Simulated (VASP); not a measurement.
# K (Im-3m) in VASP: further runs

The runs below take K through single point, with PBE.

All numbers are computed with VASP 6.6.1; they aren't measurements. Logs are shortened: lines on timing, memory, paths and dates and some standing lists are left out, and cuts for length are marked.

### Step 1. The cell of the first run

Symmetry: Im-3m, No. 229, cubic system. Conventional cell: a = 5.152 Å, b = 5.152 Å, c = 5.152 Å, α = 90.00°, β = 90.00°, γ = 90.00°. K (site symmetry m-3m) has 14 K at 4.46 to 5.15 Å within 5.8 Å.

### Step 2. Single point, PBE

INCAR

```
SYSTEM = K
PREC     = Accurate       ! precision mode
ENCUT    = 520            ! plane-wave cutoff, eV
EDIFF    = 1E-6           ! SCF threshold, eV
ISMEAR   = -1             ! smearing method
SIGMA    = 0.05           ! smearing width, eV
LREAL    = .FALSE.        ! projectors in reciprocal space
LASPH    = .TRUE.         ! aspherical terms in the spheres
NELM     = 100            ! most SCF steps
ALGO     = Normal         ! electronic algorithm
ISIF     = 2              ! what is computed and relaxed
LWAVE    = .FALSE.        ! write WAVECAR
LCHARG   = .FALSE.        ! write CHGCAR
GGA      = PE             ! functional
NBANDS   = 10             ! bands
```

KPOINTS

```
regular mesh
0
G
  11 11 11
  0 0 0
```

POSCAR

```
K
1.0
   -2.5757965174      2.5757965174      2.5757965174
    2.5757965174     -2.5757965174      2.5757965174
    2.5757965174      2.5757965174     -2.5757965174
K
1
Direct
    0.0000000000      0.0000000000      0.0000000000
```

Potentials or basis: VASP PAW PBE potentials, release 64 (K_sv).

On the command line:

```sh
$ cat potpaw_PBE.64/K_sv/POTCAR > POTCAR
$ mpirun -np 1 vasp_std > vasp.out
```

OUTCAR:

```text
SYSTEM = K
   PREC = Accurate
   ENCUT = 520
   EDIFF = 1E-6
   ISMEAR = -1
   LREAL = .FALSE.
   LASPH = .TRUE.
   NELM = 100
   ISIF = 2
   GGA = PE

 ion  position               nearest neighbor table
   1  0.000  0.000  0.000-

  LATTYP: Found a body centered cubic cell.
 ALAT       =     5.1515930348

  Lattice vectors:

 A1 = (  -2.5757965174,   2.5757965174,   2.5757965174)
 A2 = (   2.5757965174,  -2.5757965174,   2.5757965174)
 A3 = (   2.5757965174,   2.5757965174,  -2.5757965174)

Analysis of symmetry for initial positions (statically):
=====================================================================
 Subroutine PRICEL returns:
 Original cell was already a primitive cell.

 Routine SETGRP: Setting up the symmetry group for a
 body centered cubic supercell.

 Subroutine GETGRP returns: Found 48 space group operations
 (whereof 48 operations were pure point group operations)
 out of a pool of 48 trial point group operations.

The static configuration has the point symmetry O_h .

Analysis of symmetry for dynamics (positions and initial velocities):
=====================================================================
 Subroutine PRICEL returns:
 Original cell was already a primitive cell.

 Routine SETGRP: Setting up the symmetry group for a
 body centered cubic supercell.

 Subroutine GETGRP returns: Found 48 space group operations
 (whereof 48 operations were pure point group operations)
 out of a pool of 48 trial point group operations.

The dynamic configuration has the point symmetry O_h .

 Subroutine INISYM returns: Found 48 space group operations
 (whereof 48 operations are pure point group operations),
 and found     1 'primitive' translations

----------------------------------------------------------------------------------------

                                     Primitive cell

  volume of cell :      68.3588

  direct lattice vectors                    reciprocal lattice vectors
    -2.575796517  2.575796517  2.575796517     0.000000000  0.194114712  0.194114712
     2.575796517 -2.575796517  2.575796517     0.194114712  0.000000000  0.194114712
     2.575796517  2.575796517 -2.575796517     0.194114712  0.194114712  0.000000000

  length of vectors
     4.461410438  4.461410438  4.461410438     0.274519659  0.274519659  0.274519659

  position of ions in fractional coordinates (direct lattice)
     0.000000000  0.000000000  0.000000000

  ion indices of the primitive-cell ions
   primitive index   ion index
                 1           1

----------------------------------------------------------------------------------------

 KPOINTS: regular mesh

Automatic generation of k-mesh.
 Grid dimensions read from file:
 generate k-points for:   11   11   11

 Generating k-lattice:

  Cartesian coordinates                     Fractional coordinates (reciprocal lattice)
     0.000000000  0.017646792  0.017646792     0.090909091  0.000000000  0.000000000
     0.017646792  0.000000000  0.017646792     0.000000000  0.090909091  0.000000000
     0.017646792  0.017646792  0.000000000     0.000000000  0.000000000  0.090909091

  Length of vectors
     0.024956333  0.024956333  0.024956333

  Shift w.r.t. Gamma in fractional coordinates (k-lattice)
     0.000000000  0.000000000  0.000000000

 Subroutine IBZKPT returns following result:
 ===========================================

 Found     56 irreducible k-points:

 Following reciprocal coordinates:
            Coordinates               Weight
  0.000000  0.000000  0.000000      1.000000
  0.090909  0.000000  0.000000     12.000000
  0.181818  0.000000  0.000000     12.000000
  0.272727  0.000000  0.000000     12.000000
  0.363636  0.000000  0.000000     12.000000
  0.454545  0.000000  0.000000     12.000000
[... 16 lines left out ...]
  0.272727  0.181818  0.090909     48.000000
  0.363636  0.181818  0.090909     24.000000
 [... further k-points ...]
   k-points           NKPTS =     56   k-points in BZ     NKDIM =     56   number of bands    NBANDS=     10
   number of dos      NEDOS =    301   number of ions     NIONS =      1
   total plane-waves  NPLWV =  46656
   dimension x,y,z NGX =    36 NGY =   36 NGZ =   36
   dimension x,y,z NGXF=    72 NGYF=   72 NGZF=   72
   ions per type =               1
   NGX,Y,Z   is equivalent  to a cutoff of  13.41, 13.41, 13.41 a.u.
   NGXF,Y,Z  is equivalent  to a cutoff of  26.83, 26.83, 26.83 a.u.
 SYSTEM =  K
   PREC   = accura    normal or accurate (medium, high low for compatibility)
   ISTART =      0    job   : 0-new  1-cont  2-samecut
   ICHARG =      2    charge: 1-file 2-atom 10-const
   ISPIN  =      1    spin polarized calculation?
   LNONCOLLINEAR =      F non collinear calculations
   LSORBIT =      F    spin-orbit coupling
   LASPH  =      T    aspherical Exc in radial PAW
   ENCUT  =  520.0 eV  38.22 Ry    6.18 a.u.   8.30  8.30  8.30*2*pi/ulx,y,z
   NELM   =    100;   NELMIN=  2; NELMDL= -5     # of ELM steps
   EDIFF  = 0.1E-05   stopping-criterion for ELM
   LREAL  =      F    real-space projection
   EDIFFG = 0.1E-04   stopping-criterion for IOM
   NSW    =      0    number of steps for IOM
   IBRION =     -1    ionic relax: 0-MD 1-quasi-New 2-CG
   NFREE  =      0    steps in history (QN), initial steepest desc. (CG)
   ISIF   =      2    stress and relaxation
   ISYM   =      2    0-nonsym 1-usesym 2-fastsym
   POTIM  = 0.5000    time-step for ionic-motion
   TEBEG  =    0.0;   TEEND  =   0.0 temperature during run
   PSTRESS=    0.0 pullay stress
   NELECT =       9.0000    total number of electrons
   NUPDOWN=      -1.0000    fix difference up-down
   EMIN   =  10.00;   EMAX   =-10.00  energy-range for DOS
   EFERMI =   0.00;   METHOD = LEGACY
   ISMEAR =    -1;   SIGMA  =   0.05  broadening in eV -4-tet -1-fermi 0-gaus
   EFERMI_NEDOS =   21; number of points for ismear=-14 and -15
   IALGO  =     38    algorithm
   IMIX   =      4    mixing-type and parameters
     AMIX     =   0.40;   BMIX     =  1.00
     AMIX_MAG =   1.60;   BMIX_MAG =  1.00
  volume/ion in A,a.u.               =      68.36       461.31
  Fermi-wavevector in a.u.,A,eV,Ry     =   0.832832  1.573824  9.437127  0.693609
  Thomas-Fermi vector in A             =   1.945954
   LORBIT       =      0    0 simple, 1 ext, 2 COOP (PROOUT), +10 PAW based schemes
   GGA     = PE    functional components
   LHFCALC =     F    Hartree Fock is set to
   AEXX    =    0.0000 exact exchange contribution
   IVDW    =     0    specifies the selected vdW correction
   LEPSILON=     F    determine dielectric tensor
   LRPA    =     F    only Hartree local field effects (RPA)
 non-spin polarized calculation
  energy-cutoff  :      520.00
  volume of cell :       68.36
 maximum number of plane-waves:      1878
 NGX is ok and might be reduce to    36
   NGX = 17   NGY = 17   NGZ = 17

 number of electron       8.9999999 magnetization

 Free energy of the ion-electron system (eV)
  ---------------------------------------------------
  ext. energy  EPLUGINS =         0.00000000
  ---------------------------------------------------
  free energy    TOTEN  =        -1.04666840 eV

  energy without entropy =       -1.04144160  energy(sigma->0) =       -1.04405500

 E-fermi :   0.0734     XC(G=0):  -5.8307

 val. band max:        0.0343679124   @ k =  -0.3636   0.4545   0.0909
 cond. band min:       0.1346169389   @ k =   0.1818   0.1818   0.1818
 fundamental gap:      0.1002490266
 Fermi energy:         0.0734125082

 k-point     1 :       0.0000    0.0000    0.0000
  band No.  band energies     occupation
      1     -32.0437      2.00000
      2     -15.4873      2.00000
      3     -15.4873      2.00000
      4     -15.4873      2.00000
      5      -2.2145      2.00000
      6       4.4123      0.00000
      7       4.4123      0.00000
      8       4.4123      0.00000
      9       5.3679      0.00000
     10       5.3679      0.00000

 k-point     2 :       0.0909    0.0000    0.0000
  band No.  band energies     occupation
      1     -32.0433      2.00000
      2     -15.4944      2.00000
      3     -15.4897      2.00000
      4     -15.4873      2.00000
      5      -2.1054      2.00000
      6       4.2522      0.00000
      7       4.2739      0.00000
      8       4.5021      0.00000
      9       5.1856      0.00000
     10       5.3418      0.00000

 k-point     3 :       0.1818    0.0000    0.0000
  band No.  band energies     occupation
      1     -32.0420      2.00000
      2     -15.5133      2.00000
      3     -15.4959      2.00000
      4     -15.4873      2.00000
      5      -1.7844      2.00000
      6       3.6468      0.00000
      7       3.9620      0.00000
      8       4.7682      0.00000
      9       5.1203      0.00000
     10       5.3095      0.00000

 k-point     4 :       0.2727    0.0000    0.0000
  band No.  band energies     occupation
      1     -32.0404      2.00000
      2     -15.5377      2.00000
      3     -15.5040      2.00000
      4     -15.4873      2.00000
      5      -1.2710      2.00000
      6       2.8214      0.00000
      7       3.6352      0.00000
      8       5.2014      0.00000
      9       5.2092      0.00000
     10       5.3504      0.00000
[... 222 lines left out ...]
 k-point    22 :       0.1818    0.1818    0.0909
  band No.  band energies     occupation
      1     -32.0388      2.00000
      2     -15.5545      2.00000
      3     -15.5089      2.00000
      4     -15.4983      2.00000
      5      -0.4943      1.99998
      6       2.3814      0.00000
      7       2.6746      0.00000
      8       4.9882      0.00000
      9       5.5275      0.00000
     10       5.7873      0.00000

 k-point    23 :       0.2727    0.1818    0.0909
  band No.  band energies     occupation
      1     -32.0380      2.00000
      2     -15.5586      2.00000
      3     -15.5205      2.00000
      4     -15.5002      2.00000
      5       0.2162      0.10878
      6       1.7566      0.00000
      7       2.4227      0.00000
      8       4.5935      0.00000
      9       5.6737      0.00000
     10       5.9287      0.00000

 k-point    24 :       0.3636    0.1818    0.0909
  band No.  band energies     occupation
      1     -32.0377      2.00000
      2     -15.5586      2.00000
      3     -15.5264      2.00000
      4     -15.5007      2.00000
      5       0.9850      0.00000
      6       1.0103      0.00000
      7       2.3497      0.00000
      8       4.4116      0.00000
      9       5.7881      0.00000
     10       5.9332      0.00000

 [... further k-points ...]

------------------------ aborting loop because EDIFF is reached ----------------------------------------

  FORCE on cell =-STRESS in cart. coord.  units (eV):
  Direction    XX          YY          ZZ          XY          YZ          ZX
  --------------------------------------------------------------------------------------
  -------------------------------------------------------------------------------------
  Total        0.1272425      0.1272425      0.1272425     -0.0000000     -0.0000000     -0.0000000
  in kB        2.9822774      2.9822774      2.9822774     -0.0000000     -0.0000000     -0.0000000
  external PRESSURE =       2.9822774 kB  Pullay stress =       0.0000000 kB

 VOLUME and BASIS-vectors are now :
 -----------------------------------------------------------------------------
  energy-cutoff  :      520.00
  volume of cell :       68.36
      direct lattice vectors                 reciprocal lattice vectors
    -2.575796517  2.575796517  2.575796517     0.000000000  0.194114712  0.194114712
     2.575796517 -2.575796517  2.575796517     0.194114712  0.000000000  0.194114712
     2.575796517  2.575796517 -2.575796517     0.194114712  0.194114712  0.000000000

 POSITION                                       TOTAL-FORCE (eV/Angst)
 -----------------------------------------------------------------------------------
      0.00000      0.00000      0.00000        -0.000000      0.000000     -0.000000
 -----------------------------------------------------------------------------------
    total drift:                               -0.000000      0.000000      0.000000

  FREE ENERGIE OF THE ION-ELECTRON SYSTEM (eV)
  ---------------------------------------------------
  free  energy   TOTEN  =        -1.0466683951 eV

  energy  without entropy=       -1.0414415961  energy(sigma->0) =       -1.04405500
```

It took 32 s on 1 thread of Intel Xeon Platinum 8259CL at 2.50GHz (Skylake/Cascade Lake), shared host; peak memory 0.21 GiB.

Results:

- Free energy: -1.0467 eV
- Pressure: 0.3 GPa

### Step 3. Single point, PBE

INCAR

```
PREC = Accurate
ENCUT = 520
EDIFF = 1E-6
ISMEAR = -1
SIGMA = 0.05
LREAL = False
LASPH = True
NELM = 100
ALGO = Normal
ISIF = 2
LWAVE = False
LCHARG = True
GGA = PE
LELF = True
LVHAR = True
NBANDS = 10
```

KPOINTS

```
Automatic mesh
0
Gamma
  11 11 11
```

POSCAR is that of step 2.

Potentials or basis: VASP PAW PBE potentials, release 64 (K_sv).

On the command line:

```sh
$ cat potpaw_PBE.64/K_sv/POTCAR > POTCAR
$ mpirun -np 1 vasp_std > vasp.out
```

It took 34 s on 1 thread of Intel Xeon Platinum 8259CL at 2.50GHz (Skylake/Cascade Lake), shared host; peak memory 0.21 GiB.

It converged, with:

```yaml
Free_energy: -1.0467 eV
Pressure: 0.3 GPa
```

Levels at points of the mesh, in eV from the Fermi level:
```
           k point  band 1  band 2  band 3  band 4  band 5  band 6  band 7  band 8
(0.00, 0.00, 0.00)  -32.12  -15.56  -15.56  -15.56   -2.29    4.34    4.34    4.34
```
